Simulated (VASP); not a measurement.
Here is a VASP 6.6.1 calculation.

INCAR

```
PREC = Accurate ; ENCUT = 520
EDIFF = 1E-6 ; ISMEAR = 0
SIGMA = 0.02 ; LREAL = F
LASPH = T ; NELM = 60
ALGO = Normal ; ISIF = 2
LWAVE = F ; LCHARG = F
NBANDS = 27
```

Contents of KPOINTS:

```
regular mesh
0
Gamma
  6 6 4
```

POSCAR

```
BaHCl
1.0
    4.2870131540      0.0000000000      0.0000000000
    0.0000000000      4.2870131540      0.0000000000
    0.0000000000      0.0000000000      6.9569714100
Ba H Cl
2 2 2
Direct
    0.0000000000      0.5000000000      0.2095357143
    0.5000000000      0.0000000000      0.7904642857
    0.0000000000      0.0000000000      0.0000000000
    0.5000000000      0.5000000000      0.0000000000
    0.0000000000      0.5000000000      0.6582631055
    0.5000000000      0.0000000000      0.3417368945
```

Potentials or basis: VASP PAW LDA potentials, release 64 (Ba_sv, H, Cl).

Command:

```bash
$ cat potpaw_LDA.64/Ba_sv/POTCAR potpaw_LDA.64/H/POTCAR potpaw_LDA.64/Cl/POTCAR > POTCAR
$ mpirun -np 1 vasp_std > vasp.out
```

(1) Predict the largest force.

(2) What does it give for the pressure?

(3) Estimate the band gap on the k mesh.

## Answers

(1) 0.014 eV/Å.

(2) 0.7 GPa.

(3) 2.72 eV.

Caveat: spin-orbit coupling is left out, which moves the levels of the heavy elements.
